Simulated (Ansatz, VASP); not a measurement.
# RbLuS3: VASP beside Ansatz

The input INCAR:

```
PREC = Accurate
ENCUT = 520
EDIFF = 1E-6
ISMEAR = -1
SIGMA = 0.1
LREAL = F
LASPH = T
NELM = 60
ALGO = Normal
ISIF = 2
LWAVE = F
LCHARG = F
GGA = PE
NBANDS = 63
```

Contents of KPOINTS:

```
Automatic mesh
0
Gamma
  3 3 3
```

Contents of POSCAR:

```
RbLuS3
1.0
    7.1894260000      0.0000000000      0.0000000000
   -3.5947130000      6.2262290000      0.0000000000
    0.0000000000      0.0000000000      6.0947070000
Lu Rb S
2 2 6
Direct
    0.0000000000      0.0000000000      0.0000000000
    0.0000000000      0.0000000000      0.5000000000
    0.3333000000      0.6667000000      0.7500000000
    0.6666000000      0.3333000000      0.2500000000
    0.1666000000      0.3332000000      0.2500000000
    0.8334000000      0.1666000000      0.7500000000
    0.6668000000      0.8334000000      0.2500000000
    0.8334000000      0.6668000000      0.7500000000
    0.1666000000      0.8334000000      0.2500000000
    0.3332000000      0.1666000000      0.7500000000
```

Input for Ansatz:

```yaml
crystal:
  lattice:
    - [7.189426, 0.0, 0.0]
    - [-3.594713, 6.226229, 0.0]
    - [0.0, 0.0, 6.094707]
  atoms:
    - { symbol: Lu, position: [0.0, 0.0, 0.0] }
    - { symbol: Lu, position: [0.0, 0.0, 0.5] }
    - { symbol: Rb, position: [0.3333, 0.6667, 0.75] }
    - { symbol: Rb, position: [0.6666, 0.3333, 0.25] }
    - { symbol: S, position: [0.1666, 0.3332, 0.25] }
    - { symbol: S, position: [0.8334, 0.1666, 0.75] }
    - { symbol: S, position: [0.6668, 0.8334, 0.25] }
    - { symbol: S, position: [0.8334, 0.6668, 0.75] }
    - { symbol: S, position: [0.1666, 0.8334, 0.25] }
    - { symbol: S, position: [0.3332, 0.1666, 0.75] }
  symmetry: { tolerance: 0.0003 }
kpoints:
  mp_grid: { grid: [3, 3, 3], shift: [0, 0, 0] }
magnetization:
  spin_polarized: false
scf:
  occupations: { method: fermi_dirac }
hamiltonian:
  pseudopotentials: { kind: paw }
  xc: pbe
basis:
  ecutwfc: 420
output:
  forces: true
  stress: true
  eigenvalues: true
```

Alike in both runs: task single point; functional PBE; k mesh 3 × 3 × 3; no spin polarisation.

```csv
,VASP,Ansatz
version,VASP 6.6.1,Ansatz 0.2.0
potentials or method,"VASP PAW PBE potentials, release 64 (Lu, Rb_sv, S), cutoff 520 eV",PAW plane waves
occupations,"fermi-dirac, width 0.1 eV",fermi-dirac
valence electrons in the cell,104,104
```

```csv
,VASP,Ansatz,Ansatz less VASP
gap on the k mesh at the Fermi level (eV),none,none,-
pressure (GPa),3.5,3.3,-0.20
"traceless stress, the component that is largest in VASP (GPa)",4.17,4.14,-0.032
rms of the force components (eV/Å),0.249,0.226,-0.0226
```

Atom by atom the forces differ by 0.023 eV/Å (rms over components). A gap of «none» marks a metal or a gap that the smearing closes. Ansatz's warnings: structure snapped to symmetry.

Neither program's run includes spin-orbit coupling.
